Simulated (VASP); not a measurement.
Set up this calculation in VASP 6.6.1, as the native input.

| Quantity | Value |
| --- | --- |
| Task | single point |
| Functional | PBEsol |
| Potentials or basis | VASP PAW PBE potentials, release 64 (Mo_sv, S) |
| Cutoff | 520 eV |
| k mesh | 12 × 12 × 2 |
| Occupations | gaussian, width 0.02 eV |
| Spin | no spin polarisation |
| Dipole correction | no |
| Further INCAR settings | ALGO = Normal; EDIFF = 1e-06; NBANDS = 35 |

The structure of MoS2 lies in POSCAR:

```
MoS2
1.0
    3.1409022222      0.0000000000      0.0000000000
   -1.5704511111      2.7201011152      0.0000000000
    0.0000000000      0.0000000000     21.5684991193
Mo S
2 4
Direct
    0.6666666667      0.3333333333      0.1457622454
    0.3333333333      0.6666666667      0.8542377546
    0.3333333333      0.6666666667      0.2180000306
    0.6666666667      0.3333333333      0.9265416789
    0.3333333333      0.6666666667      0.0734583211
    0.6666666667      0.3333333333      0.7819999694
```

One way to write it, as run:

INCAR

```
SYSTEM = MoS2
PREC = Accurate
ENCUT = 520
EDIFF = 1E-6
ISMEAR = 0
SIGMA = 0.02
LREAL = .FALSE.
LASPH = .TRUE.
NELM = 60
ALGO = Normal
ISIF = 2
LWAVE = .FALSE.
LCHARG = .FALSE.
GGA = PS
NBANDS = 35
```

KPOINTS

```
Automatic mesh
0
G
  12 12 2
  0 0 0
```

Potentials or basis: VASP PAW PBE potentials, release 64 (Mo_sv, S).

Run with:

```bash
$ cat potpaw_PBE.64/Mo_sv/POTCAR potpaw_PBE.64/S/POTCAR > POTCAR
$ mpirun -np 1 vasp_std > vasp.out
```

It gave:

```yaml
Band_gap_on_the_k_mesh: 1.39 eV (least direct gap 1.78 eV)
```

It took 6.9 min on 1 thread of AMD EPYC 7R13 (shared host), peak memory 0.37 GiB.
